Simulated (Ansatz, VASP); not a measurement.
## Cd: VASP beside Ansatz

```
Cd
1.0
     0.00000    2.26064    2.26064
     2.26064    0.00000    2.26064
     2.26064    2.26064    0.00000
Cd
1
Direct
  0.00000 0.00000 0.00000
```

Alike in both runs: task relaxation of cell and atoms; functional PBE; k mesh 15 × 15 × 15; occupations fermi-dirac, width 0.05 eV; no spin polarisation.

|  | VASP | Ansatz |
| --- | --- | --- |
| version | VASP 6.6.1 | Ansatz 0.2.0 |
| potentials or method | VASP PAW PBE potentials, release 64 (Cd) | PAW with Ansatz's default frozen-core files, scalar-relativistic |
| plane-wave cutoff (eV) | 600 | 420 |
| valence electrons in the cell | 12 | 20 |

VASP gave:

```
relaxed volume (Å³/atom)                                     : 22.90
relaxed cell length with the largest relative difference (Å) : 3.187
```

Task: Which values does Ansatz return?

Result: Relaxed volume (Å³/atom): 22.81; relaxed cell length with the largest relative difference (Å): 3.183.

VASP's potentials hold 12 valence electrons a cell and Ansatz's 20, so a difference there can come from the potentials and not from the codes.
